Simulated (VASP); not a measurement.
Wanted: the native input for a VASP 6.6.1 run.

| Quantity | Value |
| --- | --- |
| Task | single point |
| Functional | PBE |
| Potentials or basis | VASP PAW PBE potentials, release 64 (Ga_d) |
| Cutoff | 520 eV |
| k mesh | 14 × 14 × 8 |
| Occupations | fermi-dirac, width 0.1 eV |
| Spin | no spin polarisation |
| Dipole correction | no |
| Further INCAR settings | ALGO = Normal; EDIFF = 1e-07; NBANDS = 20 |

The structure of Ga lies in POSCAR:

```
Ga
1.0
    2.4717891793      0.0000000000      0.0000000000
   -1.2358945897      2.1406322221      0.0000000000
    0.0000000000      0.0000000000      4.1897083476
Ga
2
Direct
    0.3333333333      0.6666666667      0.2500000000
    0.6666666667      0.3333333333      0.7500000000
```

This cell differs from its parent crystal: volume scaled by 0.58.

These files were run (other wordings do the same):

INCAR

```
PREC = Accurate
ENCUT = 520
EDIFF = 1E-7
ISMEAR = -1
SIGMA = 0.1
LREAL = F
LASPH = T
NELM = 80
ALGO = Normal
ISIF = 2
LWAVE = F
LCHARG = F
GGA = PE
NBANDS = 20
```

KPOINTS

```
regular mesh
0
Gamma
  14 14 8
```

Potentials or basis: VASP PAW PBE potentials, release 64 (Ga_d).

The run is started by

```console
$ cat potpaw_PBE.64/Ga_d/POTCAR > POTCAR
$ mpirun -np 1 vasp_std > vasp.out
```

Results of the run:

```
Pressure               : 97.6 GPa
Band gap on the k mesh : zero (band 13 reaches 18.00 eV, above the bottom of band 14 at 8.32 eV)
```

It took 36 s on 1 thread of Intel(R) Xeon(R) Platinum 8488C (Sapphire Rapids), on a shared host, peak memory 0.16 GiB.
